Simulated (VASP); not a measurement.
# LaHg2 (P6/mmm) in VASP: notebook, part 2 of 2

VASP 6.6.1. Earlier steps stand in the parts before.

### Step 3. Single point, LDA (volume scaled by 1.02)

INCAR

```
ALGO = Normal ; EDIFF = 1E-7
ENCUT = 520 ; ISIF = 2
ISMEAR = -1 ; LASPH = T
LCHARG = T ; LELF = T
LREAL = F ; LVHAR = T
LWAVE = F ; NBANDS = 24
NELM = 100 ; PREC = Accurate
SIGMA = 0.08
```

KPOINTS

```
k-points
0
Gamma
  8 8 9
```

POSCAR

```
LaHg2
1.0
    4.9908336714      0.0000000000      0.0000000000
   -2.4954168357      4.3221887455      0.0000000000
    0.0000000000      0.0000000000      3.6641066628
La Hg
1 2
Direct
    0.0000000000      0.0000000000      0.0000000000
    0.3333333333      0.6666666667      0.5000000000
    0.6666666667      0.3333333333      0.5000000000
```

Potentials or basis: VASP PAW LDA potentials, release 64 (La, Hg).

The run is started by

```bash
$ cat potpaw_LDA.64/La/POTCAR potpaw_LDA.64/Hg/POTCAR > POTCAR
$ mpirun -np 1 vasp_std > vasp.out
```

OUTCAR:

```text
EDIFF = 1E-7
   ENCUT = 520
   ISIF = 2
   ISMEAR = -1
   LASPH = T
   LREAL = F
   NELM = 100
   PREC = Accurate

 ion  position               nearest neighbor table
   1  0.000  0.000  0.000-   2 3.41   3 3.41   2 3.41   3 3.41   3 3.41   3 3.41   2 3.41   2 3.41
                             3 3.41   3 3.41   2 3.41   2 3.41
   2  0.333  0.667  0.500-   3 2.88   3 2.88   3 2.88   1 3.41   1 3.41   1 3.41   1 3.41   1 3.41
                             1 3.41
   3  0.667  0.333  0.500-   2 2.88   2 2.88   2 2.88   1 3.41   1 3.41   1 3.41   1 3.41   1 3.41
                             1 3.41

  LATTYP: Found a hexagonal cell.
 ALAT       =     4.9908336714
 C/A-ratio  =     0.7341672562

  Lattice vectors:

 A1 = (   4.9908336714,   0.0000000000,   0.0000000000)
 A2 = (  -2.4954168357,   4.3221887455,   0.0000000000)
 A3 = (   0.0000000000,   0.0000000000,   3.6641066628)

Analysis of symmetry for initial positions (statically):
=====================================================================
 Subroutine PRICEL returns:
 Original cell was already a primitive cell.

 Routine SETGRP: Setting up the symmetry group for a
 hexagonal supercell.

 Subroutine GETGRP returns: Found 24 space group operations
 (whereof 24 operations were pure point group operations)
 out of a pool of 24 trial point group operations.

The static configuration has the point symmetry D_6h.

Analysis of symmetry for dynamics (positions and initial velocities):
=====================================================================
 Subroutine PRICEL returns:
 Original cell was already a primitive cell.

 Routine SETGRP: Setting up the symmetry group for a
 hexagonal supercell.

 Subroutine GETGRP returns: Found 24 space group operations
 (whereof 24 operations were pure point group operations)
 out of a pool of 24 trial point group operations.

The dynamic configuration has the point symmetry D_6h.
[... 110 lines left out ...]
   TEBEG  =    0.0;   TEEND  =   0.0 temperature during run
   PSTRESS=    0.0 pullay stress
   NELECT =      35.0000    total number of electrons
   NUPDOWN=      -1.0000    fix difference up-down
   EMIN   =  10.00;   EMAX   =-10.00  energy-range for DOS
   EFERMI =   0.00;   METHOD = LEGACY
   ISMEAR =    -1;   SIGMA  =   0.08  broadening in eV -4-tet -1-fermi 0-gaus
   EFERMI_NEDOS =   21; number of points for ismear=-14 and -15
   IALGO  =     38    algorithm
   IMIX   =      4    mixing-type and parameters
     AMIX     =   0.40;   BMIX     =  1.00
     AMIX_MAG =   1.60;   BMIX_MAG =  1.00
  volume/ion in A,a.u.               =      26.35       177.80
  Fermi-wavevector in a.u.,A,eV,Ry     =   1.247812  2.358023 21.184749  1.557035
  Thomas-Fermi vector in A             =   2.381927
   LORBIT       =      0    0 simple, 1 ext, 2 COOP (PROOUT), +10 PAW based schemes
   GGA     = CA    functional components
   LHFCALC =     F    Hartree Fock is set to
   AEXX    =    0.0000 exact exchange contribution
   IVDW    =     0    specifies the selected vdW correction
   LEPSILON=     F    determine dielectric tensor
   LRPA    =     F    only Hartree local field effects (RPA)
 non-spin polarized calculation
  energy-cutoff  :      520.00
  volume of cell :       79.04
 maximum number of plane-waves:      2161
 NGX is ok and might be reduce to    40
   NGX = 19   NGY = 19   NGZ = 13

 number of electron      34.9999998 magnetization

 Free energy of the ion-electron system (eV)
  ---------------------------------------------------
  ext. energy  EPLUGINS =         0.00000000
  ---------------------------------------------------
  free energy    TOTEN  =        -9.31997627 eV

  energy without entropy =       -9.26638143  energy(sigma->0) =       -9.29317885

 E-fermi :   5.6128     XC(G=0): -10.8543

 val. band max:        5.5943216973   @ k =   0.1250  -0.0000   0.3333
 cond. band min:       5.6230055156   @ k =   0.2500   0.1250   0.3333
 fundamental gap:      0.0286838183
 Fermi energy:         5.6128019126

 k-point     1 :       0.0000    0.0000    0.0000
  band No.  band energies     occupation
      1     -27.3747      2.00000
      2     -11.1297      2.00000
      3     -11.1297      2.00000
      4     -10.6952      2.00000
      5      -2.9017      2.00000
      6      -2.0809      2.00000
[... 637 lines left out ...]
     23       7.1573      0.00000
     24       7.1958      0.00000

 [... further k-points ...]
[... 5 lines left out ...]
  --------------------------------------------------------------------------------------
  -------------------------------------------------------------------------------------
  Total       -1.7442241     -1.7442241     -2.0781294      0.0000000     -0.0000000      0.0000000
  in kB      -35.3563920    -35.3563920    -42.1248381      0.0000000     -0.0000000      0.0000000
  external PRESSURE =     -37.6125407 kB  Pullay stress =       0.0000000 kB

 VOLUME and BASIS-vectors are now :
 -----------------------------------------------------------------------------
  energy-cutoff  :      520.00
  volume of cell :       79.04
      direct lattice vectors                 reciprocal lattice vectors
     4.990833671  0.000000000  0.000000000     0.200367327  0.115682130  0.000000000
    -2.495416836  4.322188746  0.000000000     0.000000000  0.231364260  0.000000000
     0.000000000  0.000000000  3.664106663     0.000000000  0.000000000  0.272917819

 POSITION                                       TOTAL-FORCE (eV/Angst)
 -----------------------------------------------------------------------------------
      0.00000      0.00000      0.00000         0.000000      0.000000     -0.000000
     -0.00000      2.88146      1.83205        -0.000000      0.000000      0.000000
      2.49542      1.44073      1.83205         0.000000     -0.000000     -0.000000
 -----------------------------------------------------------------------------------
    total drift:                                0.000000      0.000000      0.000000

  FREE ENERGIE OF THE ION-ELECTRON SYSTEM (eV)
  ---------------------------------------------------
  free  energy   TOTEN  =        -9.3199762658 eV

  energy  without entropy=       -9.2663814323  energy(sigma->0) =       -9.29317885
```

OSZICAR:

```text
N       E                     dE             d eps       ncg     rms          rms(c)
DAV:   1     0.302808320763E+03    0.30281E+03   -0.14692E+04  2520   0.205E+03
DAV:   2     0.340429815276E+02   -0.26877E+03   -0.23551E+03  2800   0.333E+02
DAV:   3    -0.752120518148E+01   -0.41564E+02   -0.39936E+02  3416   0.136E+02
DAV:   4    -0.102566524160E+02   -0.27354E+01   -0.25783E+01  4040   0.320E+01
DAV:   5    -0.103554331001E+02   -0.98781E-01   -0.98439E-01  3120   0.538E+00    0.625E+00
DAV:   6    -0.939341499741E+01    0.96202E+00   -0.92207E+00  4136   0.228E+01    0.529E+00
DAV:   7    -0.934742802255E+01    0.45987E-01   -0.50668E-01  3640   0.730E+00    0.301E+00
DAV:   8    -0.932798322191E+01    0.19445E-01   -0.23585E-01  3544   0.298E+00    0.398E-01
DAV:   9    -0.932234830990E+01    0.56349E-02   -0.19858E-02  4024   0.103E+00    0.240E-01
DAV:  10    -0.931996189224E+01    0.23864E-02   -0.13809E-02  3536   0.724E-01    0.482E-02
DAV:  11    -0.931997561840E+01   -0.13726E-04   -0.47892E-04  3800   0.144E-01    0.232E-02
DAV:  12    -0.931998155906E+01   -0.59407E-05   -0.93222E-05  4104   0.626E-02    0.131E-02
DAV:  13    -0.931997625055E+01    0.53085E-05   -0.27647E-05  3520   0.370E-02    0.185E-03
DAV:  14    -0.931997627273E+01   -0.22179E-07   -0.17647E-06  3536   0.768E-03    0.763E-04
DAV:  15    -0.931997626584E+01    0.68890E-08   -0.14398E-07  2112   0.301E-03
   1 F= -.93199763E+01 E0= -.92931788E+01  d E =-.535948E-01
```

stdout:

```text
POSCAR found type information on POSCAR LaHg
 POSCAR found :  2 types and       3 ions
 scaLAPACK will be used
 LDA part: xc-table for (Slater(with rela. corr.)+CA(PZ))
 , standard interpolation
 POSCAR, INCAR and KPOINTS ok, starting setup
 FFT: planning ... GRIDC
 FFT: planning ... GRID_SOFT
 FFT: planning ... GRID
 WAVECAR not read
 entering main loop
```

Run time: 1.7 min. Hardware: 1 thread of Intel Xeon Platinum 8488C (Sapphire Rapids), shared host; peak memory 0.23 GiB.

Results:

```yaml
Free_energy: -9.3200 eV
Pressure: -3.8 GPa
```

Caveat: spin-orbit coupling is left out, which moves the levels of the heavy elements.

### Step 4. Single point, LDA (zz strain of +2 %)

INCAR

```
SYSTEM = LaHg2
ALGO = Normal
EDIFF = 1E-7
ENCUT = 520
GGA = CA
ISIF = 2
ISMEAR = -1
LASPH = .TRUE.
LCHARG = .FALSE.
LREAL = .FALSE.
LWAVE = .FALSE.
NBANDS = 24
NELM = 60
PREC = Accurate
SIGMA = 0.08
```

KPOINTS

```
k-points
0
G
  8 8 9
  0 0 0
```

POSCAR

```
LaHg2
1.0
    4.9579982887      0.0000000000      0.0000000000
   -2.4789991444      4.2937524700      0.0000000000
    0.0000000000      0.0000000000      3.7128000000
La Hg
1 2
Direct
    0.0000000000      0.0000000000      0.0000000000
    0.3333333333      0.6666666667      0.5000000000
    0.6666666667      0.3333333333      0.5000000000
```

The run is started by

```bash
$ cat potpaw_LDA.64/La/POTCAR potpaw_LDA.64/Hg/POTCAR > POTCAR
$ mpirun -np 1 vasp_std > vasp.out
```

Wall time 94 s (1 thread of Intel Xeon Platinum 8488C (Sapphire Rapids), shared host); peak memory 0.24 GiB.

The run converged. Its results:

```
Free energy : -9.3132 eV
Pressure    : -3.4 GPa
```

Stress tensor (GPa, compression positive):
```
-2.90  0.00  0.00
 0.00 -2.90  0.00
 0.00  0.00 -4.31
```

Levels at points of the mesh, in eV from the Fermi level:
```csv
k point,band 13,band 14,band 15,band 16,band 17,band 18,band 19,band 20,band 21,band 22
"(0.00, 0.00, 0.00)",-7.09,-6.81,-6.81,-0.93,-0.93,-0.37,-0.14,1.34,1.34,1.44
"(0.50, 0.00, 0.00)",-6.67,-6.55,-5.28,-5.10,-0.37,-0.08,1.34,1.39,1.49,1.51
```

Caveat: the cell differs from its parent crystal (zz strain of +2 %); spin-orbit coupling is left out, which moves the levels of the heavy elements.

### Step 5. Single point, LDA (volume scaled by 1.06)

INCAR

```
PREC = Accurate
ENCUT = 520
EDIFF = 1E-6
ISMEAR = -1
SIGMA = 0.08
LREAL = False
LASPH = True
NELM = 60
ALGO = Normal
ISIF = 2
LWAVE = False
LCHARG = False
NBANDS = 24
```

KPOINTS

```
regular mesh
0
Gamma
  8 8 9
```

POSCAR

```
LaHg2
1.0
    5.0552386287      0.0000000000      0.0000000000
   -2.5276193144      4.3779650747      0.0000000000
    0.0000000000      0.0000000000      3.7113906736
La Hg
1 2
Direct
    0.0000000000      0.0000000000      0.0000000000
    0.3333333333      0.6666666667      0.5000000000
    0.6666666667      0.3333333333      0.5000000000
```

The run is started by

```bash
$ cat potpaw_LDA.64/La/POTCAR potpaw_LDA.64/Hg/POTCAR > POTCAR
$ mpirun -np 1 vasp_std > vasp.out
```

It took 78 s on 1 thread of Intel Xeon Platinum 8488C (Sapphire Rapids), shared host; peak memory 0.24 GiB.

The run converged. Its results:

```
Free energy : -9.2287 eV
Pressure    : -5.7 GPa
```

Stress tensor (GPa, compression positive):
```
-5.83  0.00  0.00
 0.00 -5.83  0.00
 0.00  0.00 -5.49
```

Levels at points of the mesh, in eV from the Fermi level:
```
           k point  band 15  band 16  band 17  band 18  band 19  band 20
(0.00, 0.00, 0.00)    -6.74    -0.93    -0.93    -0.60    -0.18     1.23
(0.50, 0.00, 0.00)    -5.19    -5.12    -0.45    -0.11     1.24     1.29
```

Caveat: spin-orbit coupling is left out, which moves the levels of the heavy elements.

### Step 6. Overview

```csv
cell,gap on the mesh (eV),pressure (GPa)
"a = 4.958, b = 4.958, c = 3.676 Å, angles 90.0, 90.0, 120.0°, 3 atoms",none,-3.0
"a = 4.991, b = 4.991, c = 3.664 Å, angles 90.0, 90.0, 120.0°, 3 atoms",none,-3.8
"a = 4.958, b = 4.958, c = 3.713 Å, angles 90.0, 90.0, 120.0°, 3 atoms",none,-3.4
"a = 5.055, b = 5.055, c = 3.711 Å, angles 90.0, 90.0, 120.0°, 3 atoms",none,-5.7
```

Alike in all rows: task single point; level LDA; potentials or basis VASP PAW LDA potentials, release 64 (La, Hg); no spin polarisation; k mesh 8 × 8 × 9; cutoff (eV) 520; smearing fermi-dirac 0.08 eV.

Caveats: spin-orbit coupling is left out, which moves the levels of the heavy elements.

Absolute energies hang on the potentials; compare differences alone.
